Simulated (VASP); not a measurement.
Si2W3, 10 atoms in the cell. Symmetry: P4/m, No. 83, tetragonal system. The conventional cell has a = 6.582 Å, b = 6.582 Å, c = 3.275 Å, α = 90.00°, β = 90.00°, γ = 90.00°. Within 3.5 Å of Si (site symmetry m) lie 8 W at 2.42 to 2.71 Å and 5 Si at 2.52 to 3.43 Å. Within 3.3 Å of W (site symmetry 4/m) lie 4 Si at 2.42 Å and 10 W at 3.21 to 3.27 Å. W (site symmetry 4/m) has 4 Si at 2.71 Å and 10 W at 2.74 to 3.27 Å within 3.6 Å. Within 3.3 Å of W (site symmetry m) lie 6 Si at 2.51 to 2.62 Å and 9 W at 2.74 to 3.27 Å.  This cell differs from its parent crystal: atoms displaced along a vibrational mode.

```yaml
Program: VASP 6.6.1
Task: single point
Functional: PBEsol
Potentials_or_basis: VASP PAW PBE potentials, release 64 (Si, W_sv)
Cutoff: 520 eV
k_mesh: 6 × 6 × 12
Occupations: gaussian, width 0.15 eV
Spin: no spin polarisation
Dipole_correction: no
Further_INCAR_settings: ALGO = Fast; EDIFF = 1e-06; NBANDS = 61
```

Potentials or basis: VASP PAW PBE potentials, release 64 (Si, W_sv).

Run with:

```sh
$ cat potpaw_PBE.64/Si/POTCAR potpaw_PBE.64/W_sv/POTCAR > POTCAR
$ mpirun -np 1 vasp_std > vasp.out
```

Hardware: 1 thread of Intel(R) Xeon(R) Platinum 8259CL CPU @ 2.50GHz (Skylake/Cascade Lake) (shared host).

Task: Estimate the wall time of this run.

Result: Wall time 12 min on 1 thread of Intel(R) Xeon(R) Platinum 8259CL CPU @ 2.50GHz (Skylake/Cascade Lake), with other jobs on the host, peak memory 0.56 GiB. Counts: scf iterations 17, k points 77.
